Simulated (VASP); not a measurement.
# Al3BSb2 (Cmc2_1) in VASP: further runs

Al3BSb2 is run at these levels: PBE; tasks: relaxation of cell and atoms, single point.

All numbers are computed with VASP 6.6.1; they aren't measurements. Logs are shortened: lines on timing, memory, paths and dates and some standing lists are left out, and cuts for length are marked.

## 1. The cell of the first run

It takes space group Cmc2_1 (No. 36, orthorhombic). Conventional cell: a = 11.530 Å, b = 6.620 Å, c = 5.720 Å, α = 90.00°, β = 90.00°, γ = 90.00°. Al (site symmetry 1) has 1 B at 1.95 Å and 3 Sb at 2.38 to 2.39 Å within 2.6 Å. Within 2.7 Å of Al (site symmetry m) lie 2 B at 2.05 to 2.08 Å and 2 Sb at 2.66 Å. B (site symmetry m) has 4 Al at 1.95 to 2.08 Å within 2.6 Å. Within 3.1 Å of Sb (site symmetry 1) lie 4 Al at 2.38 to 2.66 Å.

## 2. Relaxation of cell and atoms, PBE

The input, INCAR:

```
PREC = Accurate ; ENCUT = 560
EDIFF = 1E-7 ; ISMEAR = 0
SIGMA = 0.2 ; LREAL = F
LASPH = T ; NELM = 120
ALGO = Normal ; ISIF = 3
LWAVE = F ; LCHARG = F
GGA = PE ; IBRION = 2
NSW = 36 ; EDIFFG = -0.08
GGA_COMPAT = F ; NELMIN = 4
```

The input, KPOINTS:

```
regular mesh
0
Gamma
  3 3 3
```

The input, POSCAR:

```
Al3BSb2
1.0
    5.7650000000     -3.3100000000      0.0000000000
    5.7650000000      3.3100000000      0.0000000000
    0.0000000000      0.0000000000      5.7200000000
Al B Sb
6 2 4
Direct
    0.4523000000      0.8369000000      0.4115000000
    0.1631000000      0.5477000000      0.4115000000
    0.8865000000      0.1135000000      0.3470000000
    0.8369000000      0.4523000000      0.9115000000
    0.5477000000      0.1631000000      0.9115000000
    0.1135000000      0.8865000000      0.8470000000
    0.1700000000      0.8300000000      0.4900000000
    0.8300000000      0.1700000000      0.9900000000
    0.5180000000      0.8280000000      0.0000000000
    0.1720000000      0.4820000000      0.0000000000
    0.4820000000      0.1720000000      0.5000000000
    0.8280000000      0.5180000000      0.5000000000
```

Potentials or basis: VASP PAW PBE potentials, release 64 (Al, B, Sb_d_GW).

Command:

```console
> cat potpaw_PBE.64/Al/POTCAR potpaw_PBE.64/B/POTCAR potpaw_PBE.64/Sb_d_GW/POTCAR > POTCAR
> mpirun -np 1 vasp_std > vasp.out
```

OUTCAR:

```text
PREC = Accurate
   ENCUT = 560
   EDIFF = 1E-7
   ISMEAR = 0
   LREAL = F
   LASPH = T
   NELM = 120
   ISIF = 3
   GGA = PE
   IBRION = 2
   NSW = 36
   EDIFFG = -0.08
   NELMIN = 4

 ion  position               nearest neighbor table
   1  0.452  0.837  0.411-   7 1.95  12 2.38  11 2.39   9 2.39   6 3.26   3 3.27   2 3.33   9 3.39

   2  0.163  0.548  0.411-   7 1.95  11 2.38  12 2.39  10 2.39   6 3.26   3 3.27   1 3.33  10 3.39

   3  0.886  0.114  0.347-   7 2.05   8 2.08  11 2.66  12 2.66   6 3.23   6 3.23   4 3.26   5 3.26
                             1 3.27   2 3.27
   4  0.837  0.452  0.911-   8 1.95   9 2.38  10 2.39  12 2.39   3 3.26   6 3.27   5 3.33  12 3.39

   5  0.548  0.163  0.911-   8 1.95  10 2.38   9 2.39  11 2.39   3 3.26   6 3.27   4 3.33  11 3.39

   6  0.114  0.886  0.847-   8 2.05   7 2.08   9 2.66  10 2.66   3 3.23   3 3.23   1 3.26   2 3.26
                             4 3.27   5 3.27
   7  0.170  0.830  0.490-   1 1.95   2 1.95   3 2.05   6 2.08
   8  0.830  0.170  0.990-   4 1.95   5 1.95   6 2.05   3 2.08
   9  0.518  0.828  0.000-   4 2.38   5 2.39   1 2.39   6 2.66   1 3.39
  10  0.172  0.482  0.000-   5 2.38   4 2.39   2 2.39   6 2.66   2 3.39
  11  0.482  0.172  0.500-   2 2.38   1 2.39   5 2.39   3 2.66   5 3.39
  12  0.828  0.518  0.500-   1 2.38   2 2.39   4 2.39   3 2.66   4 3.39

  LATTYP: Found a base centered orthorhombic cell.
 ALAT       =     6.6200000000
 B/A-ratio  =     1.7416918429
 C/A-ratio  =     0.8640483384

  Lattice vectors:

 A1 = (  -5.7650000000,  -3.3100000000,   0.0000000000)
 A2 = (   5.7650000000,  -3.3100000000,   0.0000000000)
 A3 = (   0.0000000000,   0.0000000000,   5.7200000000)

Analysis of symmetry for initial positions (statically):
=====================================================================
 Subroutine PRICEL returns:
 Original cell was already a primitive cell.

 Routine SETGRP: Setting up the symmetry group for a
 base centered orthorhombic supercell.

 Subroutine GETGRP returns: Found  4 space group operations
 (whereof  2 operations were pure point group operations)
 out of a pool of  8 trial point group operations.

The static configuration has the point symmetry C_1h.
 The point group associated with its full space group is C_2v.

Analysis of symmetry for dynamics (positions and initial velocities):
=====================================================================
 Subroutine PRICEL returns:
 Original cell was already a primitive cell.

 Routine SETGRP: Setting up the symmetry group for a
 base centered orthorhombic supercell.

 Subroutine GETGRP returns: Found  4 space group operations
 (whereof  2 operations were pure point group operations)
 out of a pool of  8 trial point group operations.

The dynamic configuration has the point symmetry C_1h.
 The point group associated with its full space group is C_2v.

 Subroutine INISYM returns: Found  4 space group operations
 (whereof  2 operations are pure point group operations),
 and found     1 'primitive' translations

----------------------------------------------------------------------------------------

                                     Primitive cell

  volume of cell :     218.2998

  direct lattice vectors                    reciprocal lattice vectors
     5.765000000 -3.310000000  0.000000000     0.086730269 -0.151057402  0.000000000
     5.765000000  3.310000000  0.000000000     0.086730269  0.151057402  0.000000000
     0.000000000  0.000000000  5.720000000     0.000000000  0.000000000  0.174825175

  length of vectors
     6.647655602  6.647655602  5.720000000     0.174185184  0.174185184  0.174825175

  position of ions in fractional coordinates (direct lattice)
     0.452300000  0.836900000  0.411500000
     0.163100000  0.547700000  0.411500000
     0.886500000  0.113500000  0.347000000
     0.836900000  0.452300000  0.911500000
     0.547700000  0.163100000  0.911500000
     0.113500000  0.886500000  0.847000000
     0.170000000  0.830000000  0.490000000
     0.830000000  0.170000000  0.990000000
     0.518000000  0.828000000  0.000000000
     0.172000000  0.482000000  0.000000000
     0.482000000  0.172000000  0.500000000
     0.828000000  0.518000000  0.500000000

  ion indices of the primitive-cell ions
   primitive index   ion index
                 1           1
                 2           2
                 3           3
                 4           4
                 5           5
                 6           6
                 7           7
                 8           8
                 9           9
                10          10
                11          11
                12          12

----------------------------------------------------------------------------------------

 KPOINTS: regular mesh

Automatic generation of k-mesh.
 Grid dimensions read from file:
 generate k-points for:    3    3    3

 Generating k-lattice:

  Cartesian coordinates                     Fractional coordinates (reciprocal lattice)
     0.028910090 -0.050352467  0.000000000     0.333333333  0.000000000  0.000000000
     0.028910090  0.050352467  0.000000000     0.000000000  0.333333333  0.000000000
     0.000000000  0.000000000  0.058275058     0.000000000  0.000000000  0.333333333

  Length of vectors
     0.058061728  0.058061728  0.058275058

  Shift w.r.t. Gamma in fractional coordinates (k-lattice)
     0.000000000  0.000000000  0.000000000

 Subroutine IBZKPT returns following result:
 ===========================================

 Found      8 irreducible k-points:

 Following reciprocal coordinates:
            Coordinates               Weight
  0.000000  0.000000  0.000000      1.000000
  0.333333  0.000000  0.000000      4.000000
  0.333333  0.333333  0.000000      2.000000
 -0.333333  0.333333  0.000000      2.000000
  0.000000  0.000000  0.333333      2.000000
  0.333333  0.000000  0.333333      8.000000
  0.333333  0.333333  0.333333      4.000000
 -0.333333  0.333333  0.333333      4.000000
   k-points           NKPTS =      8   k-points in BZ     NKDIM =      8   number of bands    NBANDS=     50
   number of dos      NEDOS =    301   number of ions     NIONS =     12
   total plane-waves  NPLWV = 139968
   dimension x,y,z NGX =    54 NGY =   54 NGZ =   48
   dimension x,y,z NGXF=   108 NGYF=  108 NGZF=   96
   ions per type =               6   2   4
   NGX,Y,Z   is equivalent  to a cutoff of  13.50, 13.50, 13.95 a.u.
   NGXF,Y,Z  is equivalent  to a cutoff of  27.01, 27.01, 27.90 a.u.
 SYSTEM =  unknown system
   PREC   = accura    normal or accurate (medium, high low for compatibility)
   ISTART =      0    job   : 0-new  1-cont  2-samecut
   ICHARG =      2    charge: 1-file 2-atom 10-const
   ISPIN  =      1    spin polarized calculation?
   LNONCOLLINEAR =      F non collinear calculations
   LSORBIT =      F    spin-orbit coupling
   LASPH  =      T    aspherical Exc in radial PAW
   ENCUT  =  560.0 eV  41.16 Ry    6.42 a.u.  12.83 12.83 11.04*2*pi/ulx,y,z
   NELM   =    120;   NELMIN=  4; NELMDL= -5     # of ELM steps
   EDIFF  = 0.1E-06   stopping-criterion for ELM
   LREAL  =      F    real-space projection
   EDIFFG = -.8E-01   stopping-criterion for IOM
   NSW    =     36    number of steps for IOM
   IBRION =      2    ionic relax: 0-MD 1-quasi-New 2-CG
   NFREE  =      1    steps in history (QN), initial steepest desc. (CG)
   ISIF   =      3    stress and relaxation
   ISYM   =      2    0-nonsym 1-usesym 2-fastsym
   POTIM  = 0.5000    time-step for ionic-motion
   TEBEG  =    0.0;   TEEND  =   0.0 temperature during run
   PSTRESS=    0.0 pullay stress
   NELECT =      84.0000    total number of electrons
   NUPDOWN=      -1.0000    fix difference up-down
   EMIN   =  10.00;   EMAX   =-10.00  energy-range for DOS
   EFERMI =   0.00;   METHOD = LEGACY
   ISMEAR =     0;   SIGMA  =   0.20  broadening in eV -4-tet -1-fermi 0-gaus
   EFERMI_NEDOS =   21; number of points for ismear=-14 and -15
   IALGO  =     38    algorithm
   IMIX   =      4    mixing-type and parameters
     AMIX     =   0.40;   BMIX     =  1.00
     AMIX_MAG =   1.60;   BMIX_MAG =  1.00
  volume/ion in A,a.u.               =      18.19       122.76
  Fermi-wavevector in a.u.,A,eV,Ry     =   1.190740  2.250172 19.291169  1.417861
  Thomas-Fermi vector in A             =   2.326817
   LORBIT       =      0    0 simple, 1 ext, 2 COOP (PROOUT), +10 PAW based schemes
   GGA     = PE    functional components
   LHFCALC =     F    Hartree Fock is set to
   AEXX    =    0.0000 exact exchange contribution
   IVDW    =     0    specifies the selected vdW correction
   LEPSILON=     F    determine dielectric tensor
   LRPA    =     F    only Hartree local field effects (RPA)
 conjugate gradient relaxation of ions
 non-spin polarized calculation
 Gauss-broadening in eV      SIGMA  =   0.20
  energy-cutoff  :      560.00
  volume of cell :      218.30
 maximum number of plane-waves:      6578
 NGX is ok and might be reduce to    54
   NGX = 25   NGY = 25   NGZ = 23

--------------------------------------- Ionic step        1  -------------------------------------------

 number of electron      84.0000014 magnetization

 Free energy of the ion-electron system (eV)
  ---------------------------------------------------
  ext. energy  EPLUGINS =         0.00000000
  ---------------------------------------------------
  free energy    TOTEN  =       -43.42878525 eV

  energy without entropy =      -43.32133847  energy(sigma->0) =      -43.37506186

 E-fermi :   6.4099     XC(G=0): -10.2824

 val. band max:        6.4059140644   @ k =  -0.3333   0.3333   0.0000
 cond. band min:       6.4429118938   @ k =  -0.3333   0.3333   0.3333
 fundamental gap:      0.0369978294
 Fermi energy:         6.4098930929

 k-point     1 :       0.0000    0.0000    0.0000
  band No.  band energies     occupation
      1     -22.2264      2.00000
      2     -22.2176      2.00000
      3     -22.2146      2.00000
      4     -22.2122      2.00000
      5     -22.1872      2.00000
      6     -22.1760      2.00000
[... 504 lines left out ...]
--------------------------------------- Ionic step        3  -------------------------------------------

 number of electron      84.0000017 magnetization

 E-fermi :   3.7884     XC(G=0):  -9.0991

 val. band max:        3.7204124949   @ k =  -0.3333   0.3333   0.0000
 cond. band min:       3.8256326694   @ k =  -0.3333   0.3333   0.3333
 fundamental gap:      0.1052201745
 Fermi energy:         3.7883942934

 k-point     1 :       0.0000    0.0000    0.0000
  band No.  band energies     occupation
      1     -24.5449      2.00000
      2     -24.5435      2.00000
      3     -24.5417      2.00000
      4     -24.5415      2.00000
      5     -24.5217      2.00000
      6     -24.5216      2.00000
[... 452 lines left out ...]
  FREE ENERGIE OF THE ION-ELECTRON SYSTEM (eV)
  ---------------------------------------------------
  free  energy   TOTEN  =       -49.5312888582 eV

  energy  without entropy=      -49.3727108152  energy(sigma->0) =      -49.45199984

[... ionic steps 4 to 8 ...]

--------------------------------------- Ionic step        9  -------------------------------------------

 number of electron      84.0000022 magnetization

------------------------ aborting loop because EDIFF is reached ----------------------------------------
[... 87 lines left out ...]
--------------------------------------- Ionic step       11  -------------------------------------------

 number of electron      84.0000015 magnetization

 Free energy of the ion-electron system (eV)
  ---------------------------------------------------
  ext. energy  EPLUGINS =         0.00000000
  ---------------------------------------------------
  free energy    TOTEN  =       -49.89904188 eV

  energy without entropy =      -49.74821593  energy(sigma->0) =      -49.82362891

 E-fermi :   3.9012     XC(G=0):  -9.1789

 val. band max:        3.7885770739   @ k =  -0.3333   0.3333   0.3333
 cond. band min:       3.9130218217   @ k =   0.3333   0.3333   0.3333
 fundamental gap:      0.1244447479
 Fermi energy:         3.9011635953

 k-point     1 :       0.0000    0.0000    0.0000
  band No.  band energies     occupation
      1     -24.4459      2.00000
      2     -24.4444      2.00000
      3     -24.4426      2.00000
      4     -24.4424      2.00000
      5     -24.4237      2.00000
      6     -24.4228      2.00000
[... 452 lines left out ...]
  FREE ENERGIE OF THE ION-ELECTRON SYSTEM (eV)
  ---------------------------------------------------
  free  energy   TOTEN  =       -49.8990418827 eV

  energy  without entropy=      -49.7482159348  energy(sigma->0) =      -49.82362891

 reached required accuracy - stopping structural energy minimisation
```

It took 25 min on 1 thread of Intel Xeon Platinum 8375C at 2.90GHz (Ice Lake), shared host; peak memory 0.46 GiB.

What came out:

* Free energy: -49.8990 eV
* Relaxed volume: 23.78 Å³/atom
* Relaxed cell: a = 7.245 Å, b = 7.245 Å, c = 6.306 Å, α = 90.00°, β = 90.00°, γ = 59.54°
* Space group after relaxing (to 0.1 Å): Cmc2_1 (No. 36)
* Energy gained by relaxing: 539.2 meV/atom
* Ionic steps: 11
* Pressure after relaxing: -0.1 GPa
* Largest force after relaxing: 0.078 eV/Å
* Band gap on the k mesh: zero (bands 42 and 43 overlap by 0.61 eV)

Forces in eV/Å, atoms in the order of the input:
```
Al   0.006  0.033 -0.016
Al  -0.006  0.033 -0.016
Al   0.000 -0.055 -0.034
Al   0.006 -0.033 -0.016
Al  -0.006 -0.033 -0.016
Al   0.000  0.055 -0.034
B    0.000  0.072 -0.018
B    0.000 -0.072 -0.018
Sb  -0.059 -0.029  0.042
Sb   0.059 -0.029  0.042
Sb   0.059  0.029  0.042
Sb  -0.059  0.029  0.042
```

Step by step:
```csv
step,energy change (eV),largest force (eV/Å),pressure (GPa),volume (Å³)
1,0.0000,2.7104,30.64,218.30
2,-4.5165,0.7101,-7.48,347.68
3,-6.1025,1.0157,-0.60,290.60
4,-6.1015,1.0237,-0.29,289.01
5,-6.2601,0.5559,-0.22,287.46
6,-6.3302,0.5798,0.04,285.48
7,-6.4298,0.2787,0.08,284.59
8,-6.4569,0.1381,0.20,283.80
9,-6.4644,0.1189,-0.02,285.00
10,-6.4657,0.1171,-0.17,285.79
11,-6.4703,0.0780,-0.06,285.34
```

Final structure:
```cif
data_structure
_symmetry_space_group_name_H-M 'P 1'
_symmetry_Int_Tables_number 1
_cell_length_a 7.2450
_cell_length_b 7.2450
_cell_length_c 6.3064
_cell_angle_alpha 90.000
_cell_angle_beta 90.000
_cell_angle_gamma 59.542
_cell_volume 285.34
loop_
_atom_site_label
_atom_site_type_symbol
_atom_site_fract_x
_atom_site_fract_y
_atom_site_fract_z
_atom_site_occupancy
Al1 Al 0.42999 0.84151 0.42456 1
Al2 Al 0.15849 0.57001 0.42456 1
Al3 Al 0.89447 0.10553 0.33302 1
Al4 Al 0.84151 0.42999 0.92456 1
Al5 Al 0.57001 0.15849 0.92456 1
Al6 Al 0.10553 0.89447 0.83302 1
B1 B 0.14643 0.85357 0.50360 1
B2 B 0.85357 0.14643 0.00360 1
Sb1 Sb 0.49692 0.82929 0.98713 1
Sb2 Sb 0.17071 0.50308 0.98713 1
Sb3 Sb 0.50308 0.17071 0.48713 1
Sb4 Sb 0.82929 0.49692 0.48713 1
```

Caveat: the k points lie up to 0.34 Å⁻¹ apart in the final cell, too coarse for converged energies and pressures of a metal; the volume moved by over 15 % at a fixed basis, so the end points are rough; semilocal functionals underestimate gaps, and a narrow one can read as zero; spin-orbit coupling is left out, which moves the levels of the heavy elements; the relaxation stopped at a loose force limit of 0.08 eV/Å, so its end isn't a converged minimum.

## 3. Single point, PBE

This run uses another cell than the first one, of 23.44 Å³/atom.

The input, INCAR:

```
PREC = Accurate
ENCUT = 520
EDIFF = 1E-6
ISMEAR = 0
SIGMA = 0.1
LREAL = F
LASPH = T
NELM = 80
ALGO = Normal
ISIF = 2
LWAVE = F
LCHARG = F
GGA = PE
NBANDS = 34
```

The input, KPOINTS:

```
Automatic mesh
0
Gamma
  6 6 6
```

The input, POSCAR:

```
Al3BSb2
1.0
    6.0904491856     -3.2724236620      0.0000000000
    6.0904491856      3.2724236620      0.0000000000
    0.0000000000      0.0000000000      7.0555150518
Al B Sb
6 2 4
Direct
    0.8500130765      0.4246275567      0.6005560709
    0.5753724433      0.1499869235      0.6005560709
    0.1045509594      0.8954490406      0.6909599410
    0.4246275567      0.8500130765      0.1005560709
    0.1499869235      0.5753724433      0.1005560709
    0.8954490406      0.1045509594      0.1909599410
    0.8637005118      0.1362994882      0.4831680396
    0.1362994882      0.8637005118      0.9831680396
    0.8416177271      0.4711878521     -0.0176200611
    0.5288121479      0.1583822729     -0.0176200611
    0.1583822729      0.5288121479      0.4823799389
    0.4711878521      0.8416177271      0.4823799389
```

Potentials or basis: VASP PAW PBE potentials, release 64 (Al, B, Sb).

Command:

```console
> cat potpaw_PBE.64/Al/POTCAR potpaw_PBE.64/B/POTCAR potpaw_PBE.64/Sb/POTCAR > POTCAR
> mpirun -np 1 vasp_std > vasp.out
```

It took 17 min on 1 thread of Intel Xeon 8259CL, shared host; peak memory 0.67 GiB.

Results (log left out):

```
Free energy            : -50.0630 eV
Pressure               : 0.1 GPa
Largest force          : 0.021 eV/Å
Band gap on the k mesh : zero (bands 22 and 23 overlap by 1.42 eV)
```

Forces in eV/Å, atoms in the order of the input:
```
Al  -0.017 -0.011 -0.007
Al   0.017 -0.011 -0.007
Al   0.000  0.013  0.010
Al  -0.017  0.011 -0.007
Al   0.017  0.011 -0.007
Al   0.000 -0.013  0.010
B    0.000 -0.004 -0.003
B    0.000  0.004 -0.003
Sb  -0.004 -0.004  0.003
Sb   0.004 -0.004  0.003
Sb   0.004  0.004  0.003
Sb  -0.004  0.004  0.003
```

Levels at points of the mesh, in eV from the Fermi level:
| k point | band 18 | band 19 | band 20 | band 21 | band 22 | band 23 | band 24 | band 25 | band 26 | band 27 |
| --- | --- | --- | --- | --- | --- | --- | --- | --- | --- | --- |
| (0.00, 0.00, 0.00) | -1.90 | -1.86 | -0.11 | 0.30 | 0.93 | 1.14 | 1.55 | 1.57 | 2.03 | 2.53 |
| (0.50, 0.00, 0.00) | -1.09 | -0.69 | -0.45 | -0.36 | -0.14 | 0.14 | 0.54 | 2.46 | 3.14 | 3.21 |
| (0.50, 0.50, 0.00) | -1.23 | -0.79 | -0.65 | -0.57 | -0.40 | -0.02 | 0.39 | 1.61 | 2.63 | 2.90 |
| (0.00, 0.00, 0.50) | -1.05 | -0.65 | -0.65 | 0.68 | 0.68 | 1.26 | 1.26 | 2.40 | 2.40 | 2.71 |
| (0.50, 0.00, 0.50) | -1.24 | -0.91 | -0.91 | -0.51 | -0.51 | -0.17 | -0.17 | 1.87 | 1.87 | 2.99 |
| (0.50, 0.50, 0.50) | -1.27 | -1.20 | -1.20 | -0.75 | -0.75 | -0.31 | -0.31 | 1.74 | 1.74 | 2.87 |

Caveat: spin-orbit coupling is left out, which moves the levels of the heavy elements.

The gap in the log of VASP goes by the Fermi energy; the results here count the filled bands.